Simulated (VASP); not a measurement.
A run of VASP 6.6.1 is set up as follows.

File INCAR:

```
ALGO = Normal
EDIFF = 1E-6
ENCUT = 500
GGA = PE
GGA_COMPAT = False
ISIF = 2
ISMEAR = 0
LASPH = True
LCHARG = False
LREAL = False
LWAVE = False
NBANDS = 21
NELM = 120
PREC = Accurate
SIGMA = 0.15
```

Contents of KPOINTS:

```
k-points
0
Gamma
  24 24 12
```

The input POSCAR:

```
Ru
1.0
    2.7057993342      0.0000000000      0.0000000000
   -1.3528996671      2.3432909610      0.0000000000
    0.0000000000      0.0000000000      4.2819000000
Ru
2
Direct
    0.3013270647      0.6026541294      0.2500000000
    0.6666666667      0.3333333333      0.7500000000
```

Potentials or basis: VASP PAW PBE potentials, release 64 (Ru_pv).

Launch:

```sh
$ cat potpaw_PBE.64/Ru_pv/POTCAR > POTCAR
$ mpirun -np 1 vasp_std > vasp.out
```

Problem. Predict the largest force.

Solution. 1.086 eV/Å.

Problem. Estimate the pressure.

Solution. 5.5 GPa.

Problem. Predict the band gap on the k mesh.

Solution. Zero (band 14 reaches 14.44 eV, above the bottom of band 15 at 11.40 eV).

Stress tensor (GPa, compression positive):
```
7.84 0.00 0.00
0.00 2.53 0.00
0.00 0.00 6.19
```

Caveat: the cell differs from its parent crystal (atom 1 (Ru) moved by (+0.000, -0.150) A along x and y); forces of over 1 eV/Å act on the atoms, so gaps and moduli don't describe the material at rest.
